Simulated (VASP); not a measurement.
# Ge (P-1) in VASP: single point with PBEsol

Aim: the single point of Ge with PBEsol.

All numbers are computed with VASP 6.6.1; they aren't measurements. Logs are shortened: lines on timing, memory, paths and dates and some standing lists are left out, and cuts for length are marked.

## (1) The cell of the first run

The typed cell holds 2 atoms: a = 4.224 Å, b = 4.439 Å, c = 4.035 Å, α = 60.56°, β = 57.77°, γ = 60.54°.

## (2) Single point, PBEsol

Contents of INCAR:

```
ALGO = Normal ; EDIFF = 1E-7
ENCUT = 520 ; GGA = PS
ISIF = 2 ; ISMEAR = 0
LASPH = T ; LCHARG = F
LREAL = F ; LWAVE = F
NBANDS = 21 ; NELM = 80
PREC = Accurate ; SIGMA = 0.15
```

Contents of KPOINTS:

```
k-points
0
Gamma
  10 10 10
```

Contents of POSCAR:

```
Ge
1.0
    0.0386935345      2.9769319415      2.9969934424
    3.1005499369     -0.1374766991      3.1731636760
    2.8250864308      2.8776386690      0.1379868071
Ge
2
Direct
    0.5000122450      0.4929642924      0.5098359085
    0.7499877550      0.7570357076      0.7401640915
```

Potentials or basis: VASP PAW PBE potentials, release 64 (Ge_d).

Run with:

```console
$ cat potpaw_PBE.64/Ge_d/POTCAR > POTCAR
$ mpirun -np 1 vasp_std > vasp.out
```

OUTCAR:

```text
EDIFF = 1E-7
   ENCUT = 520
   GGA = PS
   ISIF = 2
   ISMEAR = 0
   LASPH = T
   LREAL = F
   NELM = 80
   PREC = Accurate

 ion  position               nearest neighbor table
   1  0.500  0.493  0.510-   2 2.51   2 2.56   2 2.59   2 2.71
   2  0.750  0.757  0.740-   1 2.51   1 2.56   1 2.59   1 2.71

  LATTYP: Found a triclinic cell.
 ALAT       =     3.9934650953
 B/A-ratio  =     1.0578292481
 C/A-ratio  =     1.0735251444
 COS(alpha) =     0.0072483613
 COS(beta)  =     0.4445394900
 COS(gamma) =     0.5190392734

  Lattice vectors:

 A1 = (   2.7863928963,  -0.0992932725,  -2.8590066353)
 A2 = (  -0.0386935345,  -2.9769319415,  -2.9969934424)
 A3 = (  -0.2754635061,   3.0151153681,  -3.0351768689)

Analysis of symmetry for initial positions (statically):
=====================================================================
 Subroutine PRICEL returns:
 Original cell was already a primitive cell.

 Routine SETGRP: Setting up the symmetry group for a
 triclinic supercell.

 Subroutine GETGRP returns: Found  2 space group operations
 (whereof  1 operations were pure point group operations)
 out of a pool of  2 trial point group operations.

The static configuration has the point symmetry C_1 .
 The point group associated with its full space group is S_2 .

Analysis of symmetry for dynamics (positions and initial velocities):
=====================================================================
 Subroutine PRICEL returns:
 Original cell was already a primitive cell.

 Routine SETGRP: Setting up the symmetry group for a
 triclinic supercell.

 Subroutine GETGRP returns: Found  2 space group operations
 (whereof  1 operations were pure point group operations)
 out of a pool of  2 trial point group operations.

The dynamic configuration has the point symmetry C_1 .
 The point group associated with its full space group is S_2 .

 Subroutine INISYM returns: Found  2 space group operations
 (whereof  1 operations are pure point group operations),
 and found     1 'primitive' translations

----------------------------------------------------------------------------------------

                                     Primitive cell

  volume of cell :      52.9628

  direct lattice vectors                    reciprocal lattice vectors
     0.038693535  2.976931942  2.996993442    -0.172766170  0.161181412  0.175795794
     3.100549937 -0.137476699  3.173163676     0.155080158 -0.159761542  0.156689912
     2.825086431  2.877638669  0.137986807     0.186136308  0.173131680 -0.174375924

  length of vectors
     4.224404179  4.438612111  4.034966916     0.294502561  0.272259681  0.308266552

  position of ions in fractional coordinates (direct lattice)
     0.500012245  0.492964292  0.509835909
     0.749987755  0.757035708  0.740164091

  ion indices of the primitive-cell ions
   primitive index   ion index
                 1           1
                 2           2

----------------------------------------------------------------------------------------

 KPOINTS: k-points

Automatic generation of k-mesh.
 Grid dimensions read from file:
 generate k-points for:   10   10   10

 Generating k-lattice:

  Cartesian coordinates                     Fractional coordinates (reciprocal lattice)
    -0.017276617  0.016118141  0.017579579     0.100000000  0.000000000 -0.000000000
     0.015508016 -0.015976154  0.015668991     0.000000000  0.100000000  0.000000000
     0.018613631  0.017313168 -0.017437592     0.000000000  0.000000000  0.100000000

  Length of vectors
     0.029450256  0.027225968  0.030826655

  Shift w.r.t. Gamma in fractional coordinates (k-lattice)
     0.000000000  0.000000000  0.000000000

 Subroutine IBZKPT returns following result:
 ===========================================

 Found    504 irreducible k-points:

 Following reciprocal coordinates:
            Coordinates               Weight
  0.000000  0.000000  0.000000      1.000000
  0.100000  0.000000 -0.000000      2.000000
  0.200000  0.000000 -0.000000      2.000000
  0.300000  0.000000  0.000000      2.000000
  0.400000  0.000000 -0.000000      2.000000
  0.500000  0.000000  0.000000      1.000000
[... 16 lines left out ...]
 -0.400000  0.200000  0.000000      2.000000
 -0.300000  0.200000 -0.000000      2.000000
 [... further k-points ...]
   k-points           NKPTS =    504   k-points in BZ     NKDIM =    504   number of bands    NBANDS=     21
   number of dos      NEDOS =    301   number of ions     NIONS =      2
   total plane-waves  NPLWV =  34560
   dimension x,y,z NGX =    32 NGY =   36 NGZ =   30
   dimension x,y,z NGXF=    64 NGYF=   72 NGZF=   60
   ions per type =               2
   NGX,Y,Z   is equivalent  to a cutoff of  12.59, 13.48, 12.36 a.u.
   NGXF,Y,Z  is equivalent  to a cutoff of  25.19, 26.97, 24.72 a.u.
 SYSTEM =  unknown system
   PREC   = accura    normal or accurate (medium, high low for compatibility)
   ISTART =      0    job   : 0-new  1-cont  2-samecut
   ICHARG =      2    charge: 1-file 2-atom 10-const
   ISPIN  =      1    spin polarized calculation?
   LNONCOLLINEAR =      F non collinear calculations
   LSORBIT =      F    spin-orbit coupling
   LASPH  =      T    aspherical Exc in radial PAW
   ENCUT  =  520.0 eV  38.22 Ry    6.18 a.u.   7.85  8.25  7.50*2*pi/ulx,y,z
   NELM   =     80;   NELMIN=  2; NELMDL= -5     # of ELM steps
   EDIFF  = 0.1E-06   stopping-criterion for ELM
   LREAL  =      F    real-space projection
   EDIFFG = 0.1E-05   stopping-criterion for IOM
   NSW    =      0    number of steps for IOM
   IBRION =     -1    ionic relax: 0-MD 1-quasi-New 2-CG
   NFREE  =      0    steps in history (QN), initial steepest desc. (CG)
   ISIF   =      2    stress and relaxation
   ISYM   =      2    0-nonsym 1-usesym 2-fastsym
   POTIM  = 0.5000    time-step for ionic-motion
   TEBEG  =    0.0;   TEEND  =   0.0 temperature during run
   PSTRESS=    0.0 pullay stress
   NELECT =      28.0000    total number of electrons
   NUPDOWN=      -1.0000    fix difference up-down
   EMIN   =  10.00;   EMAX   =-10.00  energy-range for DOS
   EFERMI =   0.00;   METHOD = LEGACY
   ISMEAR =     0;   SIGMA  =   0.15  broadening in eV -4-tet -1-fermi 0-gaus
   EFERMI_NEDOS =   21; number of points for ismear=-14 and -15
   IALGO  =     38    algorithm
   IMIX   =      4    mixing-type and parameters
     AMIX     =   0.40;   BMIX     =  1.00
     AMIX_MAG =   1.60;   BMIX_MAG =  1.00
  volume/ion in A,a.u.               =      26.48       178.71
  Fermi-wavevector in a.u.,A,eV,Ry     =   1.323743  2.501512 23.841434  1.752296
  Thomas-Fermi vector in A             =   2.453329
   LORBIT       =      0    0 simple, 1 ext, 2 COOP (PROOUT), +10 PAW based schemes
   GGA     = PS    functional components
   LHFCALC =     F    Hartree Fock is set to
   AEXX    =    0.0000 exact exchange contribution
   IVDW    =     0    specifies the selected vdW correction
   LEPSILON=     F    determine dielectric tensor
   LRPA    =     F    only Hartree local field effects (RPA)
 non-spin polarized calculation
 Gauss-broadening in eV      SIGMA  =   0.15
  energy-cutoff  :      520.00
  volume of cell :       52.96
 maximum number of plane-waves:      1452
   NGX = 15   NGY = 17   NGZ = 15

 number of electron      27.9999986 magnetization

 Free energy of the ion-electron system (eV)
  ---------------------------------------------------
  ext. energy  EPLUGINS =         0.00000000
  ---------------------------------------------------
  free energy    TOTEN  =        -9.56882942 eV

  energy without entropy =       -9.56607474  energy(sigma->0) =       -9.56745208

 E-fermi :   3.3566     XC(G=0):  -9.4168

 val. band max:        3.3481464301   @ k =   0.3000   0.0000   0.0000
 cond. band min:       3.3672072604   @ k =   0.1000   0.0000   0.1000
 fundamental gap:      0.0190608303
 Fermi energy:         3.3565699217

 k-point     1 :       0.0000    0.0000    0.0000
  band No.  band energies     occupation
      1     -21.1820      2.00000
      2     -21.1555      2.00000
      3     -21.1235      2.00000
      4     -21.1221      2.00000
      5     -21.1140      2.00000
      6     -21.0279      2.00000
[... 13 lines left out ...]
     20      12.3580      0.00000
     21      12.8256      0.00000

 k-point     2 :       0.1000    0.0000   -0.0000
  band No.  band energies     occupation
      1     -21.1819      2.00000
      2     -21.1557      2.00000
      3     -21.1276      2.00000
      4     -21.1190      2.00000
      5     -21.1087      2.00000
      6     -21.0264      2.00000
[... 13 lines left out ...]
     20      11.6759      0.00000
     21      12.2332      0.00000

 k-point     3 :       0.2000    0.0000   -0.0000
  band No.  band energies     occupation
      1     -21.1814      2.00000
      2     -21.1555      2.00000
      3     -21.1331      2.00000
      4     -21.1089      2.00000
      5     -21.1036      2.00000
      6     -21.0214      2.00000
[... 13 lines left out ...]
     20      11.1155      0.00000
     21      12.0684      0.00000

 k-point     4 :       0.3000    0.0000    0.0000
  band No.  band energies     occupation
      1     -21.1805      2.00000
      2     -21.1539      2.00000
      3     -21.1360      2.00000
      4     -21.1030      2.00000
      5     -21.0962      2.00000
      6     -21.0128      2.00000
[... 13 lines left out ...]
     20      11.1572      0.00000
     21      12.6790      0.00000

 k-point     5 :       0.4000    0.0000   -0.0000
  band No.  band energies     occupation
      1     -21.1797      2.00000
      2     -21.1512      2.00000
      3     -21.1375      2.00000
      4     -21.1045      2.00000
      5     -21.0856      2.00000
      6     -21.0172      2.00000
[... 13 lines left out ...]
     20      12.1176      0.00000
     21      13.8251      0.00000
[... 382 lines left out ...]
     20      12.5939      0.00000
     21      14.5587      0.00000

 k-point    22 :       0.5000    0.2000    0.0000
  band No.  band energies     occupation
      1     -21.1823      2.00000
      2     -21.1654      2.00000
      3     -21.1228      2.00000
      4     -21.0920      2.00000
      5     -21.0744      2.00000
      6     -21.0344      2.00000
[... 13 lines left out ...]
     20      13.4651      0.00000
     21      13.9644      0.00000

 k-point    23 :      -0.4000    0.2000    0.0000
  band No.  band energies     occupation
      1     -21.1844      2.00000
      2     -21.1708      2.00000
      3     -21.1137      2.00000
      4     -21.0965      2.00000
      5     -21.0733      2.00000
      6     -21.0332      2.00000
[... 13 lines left out ...]
     20      12.7104      0.00000
     21      13.6298      0.00000

 k-point    24 :      -0.3000    0.2000   -0.0000
  band No.  band energies     occupation
      1     -21.1870      2.00000
      2     -21.1717      2.00000
      3     -21.1118      2.00000
      4     -21.1037      2.00000
      5     -21.0829      2.00000
      6     -21.0285      2.00000
[... 13 lines left out ...]
     20      12.0076      0.00000
     21      13.0907      0.00000

 [... further k-points ...]

------------------------ aborting loop because EDIFF is reached ----------------------------------------

  FORCE on cell =-STRESS in cart. coord.  units (eV):
  Direction    XX          YY          ZZ          XY          YZ          ZX
  --------------------------------------------------------------------------------------
  -------------------------------------------------------------------------------------
  Total       -1.8232392     -2.2325797     -2.3129120      1.0641653      0.1502191     -1.4149980
  in kB      -55.1547481    -67.5376917    -69.9678221     32.1920296      4.5442719    -42.8050561
  external PRESSURE =     -64.2200873 kB  Pullay stress =       0.0000000 kB

 VOLUME and BASIS-vectors are now :
 -----------------------------------------------------------------------------
  energy-cutoff  :      520.00
  volume of cell :       52.96
      direct lattice vectors                 reciprocal lattice vectors
     0.038693535  2.976931942  2.996993442    -0.172766170  0.161181412  0.175795794
     3.100549937 -0.137476699  3.173163676     0.155080158 -0.159761542  0.156689912
     2.825086431  2.877638669  0.137986807     0.186136308  0.173131680 -0.174375924

 POSITION                                       TOTAL-FORCE (eV/Angst)
 -----------------------------------------------------------------------------------
      2.98814      2.88785      3.13314         0.000163     -0.002996      0.002531
      4.46727      4.25851      4.75204        -0.000163      0.002996     -0.002531
 -----------------------------------------------------------------------------------
    total drift:                                0.000000      0.000000      0.000000

  FREE ENERGIE OF THE ION-ELECTRON SYSTEM (eV)
  ---------------------------------------------------
  free  energy   TOTEN  =        -9.5688294218 eV

  energy  without entropy=       -9.5660747356  energy(sigma->0) =       -9.56745208
```

Wall time 4.5 min (1 thread of AMD EPYC 9R45 (Zen 5), shared host); peak memory 0.49 GiB.

What came out:

| Property | Result |
| --- | --- |
| Free energy | -9.5688 eV |
| Pressure | -6.4 GPa |
| Largest force | 0.004 eV/Å |
| Band gap on the k mesh | zero (band 14 reaches 3.67 eV, above the bottom of band 15 at 2.47 eV) |

Forces on the atoms (eV/Å):
```
Ge   0.000 -0.003  0.003
Ge   0.000  0.003 -0.003
```

Stress tensor (GPa, compression positive):
```
-5.52  3.22 -4.28
 3.22 -6.75  0.45
-4.28  0.45 -7.00
```

Caveat: the cell differs from its parent crystal (all atoms moved at random, sigma 0.25 Å a component, cell strained at random, sigma 0.06, then relaxed in part); the PAW data sets were made with another functional, which shifts forces and pressure a little.
